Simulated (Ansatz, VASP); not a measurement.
**Ir: VASP beside Ansatz**

```
CELL_PARAMETERS angstrom
2.69345 0.00000 0.00000
-1.34673 2.33260 0.00000
0.00000 0.00000 4.42774
ATOMIC_POSITIONS crystal
Ir 0.66667 0.33333 0.75000
Ir 0.33333 0.66667 0.25000
```

Alike in both runs: functional LDA; k mesh 10 × 10 × 5; occupations gaussian, width 0.15 eV; no spin polarisation.

Ansatz relaxed the structure, and its values are those at the end. VASP's run is a single point on that final structure, the one shown.

|  | VASP | Ansatz |
| --- | --- | --- |
| version | VASP 6.6.1 | Ansatz 0.2.0 |
| potentials or method | VASP PAW LDA potentials, release 64 (Ir), cutoff 520 eV | plane waves, PAW |
| valence electrons in the cell | 18 | 34 |

```tsv
	VASP	Ansatz	Ansatz less VASP
gap on the k mesh at the Fermi level (eV)	none	none	-
pressure (GPa)	2.6	0.0	-2.58
```

LDA's correlation is that of Perdew and Zunger in VASP and of Perdew and Wang (1992) in Ansatz. A gap of «none» marks a metal or a gap that the smearing closes. VASP's potentials hold 18 valence electrons a cell and Ansatz's 34, so a difference there can come from the potentials and not from the codes. Ansatz's warnings: stress scf threshold loose.

Spin-orbit coupling is off throughout.
